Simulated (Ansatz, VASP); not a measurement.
Hf2PbO3: VASP beside Ansatz

Contents of INCAR:

```
SYSTEM = Hf2PbO3
ALGO = Normal
EDIFF = 1E-6
ENCUT = 520
GGA = PE
ISIF = 2
ISMEAR = 0
LASPH = .TRUE.
LCHARG = .TRUE.
LELF = .TRUE.
LREAL = .FALSE.
LVHAR = .TRUE.
LWAVE = .FALSE.
NBANDS = 35
NELM = 80
PREC = Accurate
SIGMA = 0.1
```

File KPOINTS:

```
k-points
0
G
  6 6 4
  0 0 0
```

POSCAR

```
Hf2PbO3
1.0
    5.1435226900      0.0000000000      0.0000000000
   -2.5717613500      4.4544213200      0.0000000000
    0.0000000000      0.0000000000      4.1785925800
Hf Pb O
2 1 3
Direct
    0.3333333300      0.6666666700      0.0000000000
    0.6666666700      0.3333333300      0.0000000000
    0.0000000000      0.0000000000      0.0000000000
    0.5000000000      0.0000000000      0.5000000000
    0.5000000000      0.5000000000      0.5000000000
    0.0000000000      0.5000000000      0.5000000000
```

Input for Ansatz:

```yaml
crystal:
  lattice:
    - [5.14352269, 0.0, 0.0]
    - [-2.57176135, 4.45442132, 0.0]
    - [0.0, 0.0, 4.17859258]
  atoms:
    - { symbol: Hf, position: [0.33333333, 0.66666667, 0.0] }
    - { symbol: Hf, position: [0.66666667, 0.33333333, 0.0] }
    - { symbol: Pb, position: [0.0, 0.0, 0.0] }
    - { symbol: O, position: [0.5, 0.0, 0.5] }
    - { symbol: O, position: [0.5, 0.5, 0.5] }
    - { symbol: O, position: [0.0, 0.5, 0.5] }
basis:
  ecutwfc: 420
kpoints:
  mp_grid: { grid: [6, 6, 4] }
hamiltonian:
  xc: pbe
scf:
  occupations: { method: gaussian, width: 0.1 }
  lower_state_search: "off"
output:
  forces: true
  stress: true
  eigenvalues: true
```

Change from the starting cell: species swapped into the LaAl2Ag3 type (P6/mmm, No. 191).

Alike in both runs: task single point; functional PBE; k mesh 6 × 6 × 4; occupations gaussian, width 0.1 eV; no spin polarisation.

```csv
,VASP,Ansatz
version,VASP 6.6.1,Ansatz 0.2.0
potentials or method,"VASP PAW PBE potentials, release 64 (Hf_pv, Pb_d, O), cutoff 520 eV","scalar-relativistic, plane waves, PAW"
valence electrons in the cell,52,84
```

|  | VASP | Ansatz | Ansatz less VASP |
| --- | --- | --- | --- |
| gap on the k mesh at the Fermi level (eV) | none | none | - |
| pressure (GPa) | -13.0 | -12.1 | +0.94 |
| traceless stress, the component that is largest in VASP (GPa) | -53.81 | -53.83 | -0.022 |

A gap of «none» marks a metal or a gap that the smearing closes. With one functional, cell and mesh, what is left measures potentials, basis and numerics. VASP's potentials hold 52 valence electrons a cell and Ansatz's 84, so a difference there can come from the potentials and not from the codes.

The k mesh is coarse, so the values compare programs but aren't converged. Spin-orbit coupling is off throughout.
